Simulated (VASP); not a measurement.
# P (Fm-3m) in VASP: notebook, part 2 of 2

VASP 6.6.1. The steps go on from the part before.

## Step 4: Single point, RPBE

This run uses another cell than the first one, of 14.77 Å³/atom, 0.926 times its volume.

INCAR reads:

```
SYSTEM = P
ALGO = Normal
EDIFF = 1E-6
ENCUT = 520
GGA = RP
ISIF = 2
ISMEAR = -1
LASPH = .TRUE.
LCHARG = .FALSE.
LREAL = .FALSE.
LWAVE = .FALSE.
NBANDS = 8
NELM = 80
PREC = Accurate
SIGMA = 0.1
```

KPOINTS reads:

```
k-points
0
G
  23 23 23
  0 0 0
```

POSCAR reads:

```
P
1.0
    0.0000000000      1.9472695300      1.9472695300
    1.9472695300      0.0000000000      1.9472695300
    1.9472695300      1.9472695300      0.0000000000
P
1
Direct
    0.0000000000      0.0000000000      0.0000000000
```

Potentials or basis: VASP PAW PBE potentials, release 64 (P).

On the command line:

```bash
> cat potpaw_PBE.64/P/POTCAR > POTCAR
> mpirun -np 1 vasp_std > vasp.out
```

OUTCAR:

```text
SYSTEM = P
   EDIFF = 1E-6
   ENCUT = 520
   GGA = RP
   ISIF = 2
   ISMEAR = -1
   LASPH = .TRUE.
   LREAL = .FALSE.
   NELM = 80
   PREC = Accurate

 ion  position               nearest neighbor table
   1  0.000  0.000  0.000-

  LATTYP: Found a face centered cubic cell.
 ALAT       =     3.8945390600

  Lattice vectors:

 A1 = (   0.0000000000,   1.9472695300,   1.9472695300)
 A2 = (   1.9472695300,   0.0000000000,   1.9472695300)
 A3 = (   1.9472695300,   1.9472695300,   0.0000000000)

Analysis of symmetry for initial positions (statically):
=====================================================================
 Subroutine PRICEL returns:
 Original cell was already a primitive cell.

 Routine SETGRP: Setting up the symmetry group for a
 face centered cubic supercell.

 Subroutine GETGRP returns: Found 48 space group operations
 (whereof 48 operations were pure point group operations)
 out of a pool of 48 trial point group operations.

The static configuration has the point symmetry O_h .

Analysis of symmetry for dynamics (positions and initial velocities):
=====================================================================
 Subroutine PRICEL returns:
 Original cell was already a primitive cell.

 Routine SETGRP: Setting up the symmetry group for a
 face centered cubic supercell.

 Subroutine GETGRP returns: Found 48 space group operations
 (whereof 48 operations were pure point group operations)
 out of a pool of 48 trial point group operations.

The dynamic configuration has the point symmetry O_h .

 Subroutine INISYM returns: Found 48 space group operations
 (whereof 48 operations are pure point group operations),
 and found     1 'primitive' translations

----------------------------------------------------------------------------------------

                                     Primitive cell

[... 102 lines left out ...]
   EFERMI =   0.00;   METHOD = LEGACY
   ISMEAR =    -1;   SIGMA  =   0.10  broadening in eV -4-tet -1-fermi 0-gaus
   EFERMI_NEDOS =   21; number of points for ismear=-14 and -15
   IALGO  =     38    algorithm
   IMIX   =      4    mixing-type and parameters
     AMIX     =   0.40;   BMIX     =  1.00
     AMIX_MAG =   1.60;   BMIX_MAG =  1.00
  volume/ion in A,a.u.               =      14.77        99.66
  Fermi-wavevector in a.u.,A,eV,Ry     =   1.141026  2.156226 17.713965  1.301940
  Thomas-Fermi vector in A             =   2.277727
   LORBIT       =      0    0 simple, 1 ext, 2 COOP (PROOUT), +10 PAW based schemes
   GGA     = RP    functional components
   LHFCALC =     F    Hartree Fock is set to
   AEXX    =    0.0000 exact exchange contribution
   IVDW    =     0    specifies the selected vdW correction
   LEPSILON=     F    determine dielectric tensor
   LRPA    =     F    only Hartree local field effects (RPA)
 non-spin polarized calculation
  energy-cutoff  :      520.00
  volume of cell :       14.77
 maximum number of plane-waves:       411
   NGX = 11   NGY = 11   NGZ = 11

 number of electron       5.0000000 magnetization

 Free energy of the ion-electron system (eV)
  ---------------------------------------------------
  ext. energy  EPLUGINS =         0.00000000
  ---------------------------------------------------
  free energy    TOTEN  =        -4.13847868 eV

  energy without entropy =       -4.12165221  energy(sigma->0) =       -4.13006545

 E-fermi :   9.6380     XC(G=0): -11.4042

 val. band max:        9.6228860250   @ k =   0.4348   0.3478   0.0435
 cond. band min:       9.6582358947   @ k =   0.3043   0.3043   0.0000
 fundamental gap:      0.0353498697
 Fermi energy:         9.6380497519

 k-point     1 :       0.0000    0.0000    0.0000
  band No.  band energies     occupation
      1      -6.5478      2.00000
      2      16.3273      0.00000
      3      16.3273      0.00000
      4      16.3273      0.00000
      5      20.9632      0.00000
      6      20.9632      0.00000
      7      20.9632      0.00000
      8      27.1026      0.00000
[... 243 lines left out ...]
 k-point    24 :      -0.4783    0.0435    0.0000
  band No.  band energies     occupation
      1      -0.7746      2.00000
      2       1.7823      2.00000
      3      13.9480      0.00000
      4      14.2658      0.00000
      5      19.8106      0.00000
      6      20.2436      0.00000
      7      20.5288      0.00000
      8      26.2010      0.00000

 [... further k-points ...]
[... 5 lines left out ...]
  --------------------------------------------------------------------------------------
  -------------------------------------------------------------------------------------
  Total       -0.0550336     -0.0550336     -0.0550336     -0.0000000      0.0000000      0.0000000
  in kB       -5.9707682     -5.9707682     -5.9707682     -0.0000000      0.0000000      0.0000000
  external PRESSURE =      -5.9707682 kB  Pullay stress =       0.0000000 kB

 VOLUME and BASIS-vectors are now :
 -----------------------------------------------------------------------------
  energy-cutoff  :      520.00
  volume of cell :       14.77
      direct lattice vectors                 reciprocal lattice vectors
     0.000000000  1.947269530  1.947269530    -0.256769796  0.256769796  0.256769796
     1.947269530  0.000000000  1.947269530     0.256769796 -0.256769796  0.256769796
     1.947269530  1.947269530  0.000000000     0.256769796  0.256769796 -0.256769796

 POSITION                                       TOTAL-FORCE (eV/Angst)
 -----------------------------------------------------------------------------------
      0.00000      0.00000      0.00000         0.000000      0.000000      0.000000
 -----------------------------------------------------------------------------------
    total drift:                                0.000000      0.000000     -0.000000

  FREE ENERGIE OF THE ION-ELECTRON SYSTEM (eV)
  ---------------------------------------------------
  free  energy   TOTEN  =        -4.1384786781 eV

  energy  without entropy=       -4.1216522144  energy(sigma->0) =       -4.13006545
```

OSZICAR:

```text
N       E                     dE             d eps       ncg     rms          rms(c)
DAV:   1     0.132074007144E+01    0.13207E+01   -0.21427E+03  6008   0.452E+02
DAV:   2    -0.410861985801E+01   -0.54294E+01   -0.52090E+01  9048   0.481E+01
DAV:   3    -0.415138806182E+01   -0.42768E-01   -0.42687E-01  6328   0.477E+00
DAV:   4    -0.415144208873E+01   -0.54027E-04   -0.54026E-04  9984   0.186E-01
DAV:   5    -0.415144210710E+01   -0.18372E-07   -0.20189E-07  6512   0.179E-03    0.433E+00
DAV:   6    -0.414232131194E+01    0.91208E-02   -0.57672E-03  6600   0.395E-01    0.246E+00
DAV:   7    -0.413845273724E+01    0.38686E-02   -0.96531E-03  6344   0.516E-01    0.938E-02
DAV:   8    -0.413847780669E+01   -0.25069E-04   -0.62576E-05  9344   0.655E-02    0.183E-02
DAV:   9    -0.413847867813E+01   -0.87143E-06   -0.64401E-07  6656   0.574E-03
   1 F= -.41384787E+01 E0= -.41300654E+01  d E =-.168265E-01
```

stdout:

```text
POSCAR found type information on POSCAR P
 POSCAR found :  1 types and       1 ions
 scaLAPACK will be used
 -----------------------------------------------------------------------------
|                                                                             |
|                                                                             |
|     You enforced a specific xc type in the INCAR file but a different       |
|     I HOPE YOU KNOW WHAT YOU ARE DOING!                                     |
|                                                                             |
 -----------------------------------------------------------------------------

 LDA part: xc-table for (Slater+PW92), standard interpolation
 POSCAR, INCAR and KPOINTS ok, starting setup
 FFT: planning ... GRIDC
 FFT: planning ... GRID_SOFT
 FFT: planning ... GRID
 WAVECAR not read
 entering main loop
```

Run time: 9.7 s. Hardware: 1 thread of Intel Xeon 6975P-C (Granite Rapids), shared host; peak memory 0.14 GiB.

What came out:

```yaml
Free_energy: -4.1385 eV
Pressure: -0.6 GPa
```

Caveat: the PAW data sets were made with another functional, which shifts forces and pressure a little.

## Step 5: The runs side by side

| cell | k mesh | gap on the mesh (eV) | pressure (GPa) |
| --- | --- | --- | --- |
| a = 2.825 Å, angles 60.0°, 1 atom | 16 × 16 × 16 | none | -6.2 |
| a = 2.860 Å, angles 60.0°, 1 atom | 16 × 16 × 16 | none | -8.3 |
| a = 2.754 Å, angles 60.0°, 1 atom | 23 × 23 × 23 | none | -0.6 |

Alike in all rows: task single point; level RPBE; potentials or basis VASP PAW PBE potentials, release 64 (P); no spin polarisation; cutoff (eV) 520; smearing fermi-dirac 0.1 eV.

Caveats: the PAW data sets were made with another functional, which shifts forces and pressure a little.

Total energies depend on the potentials used, so only differences within one code and one set of settings carry meaning.
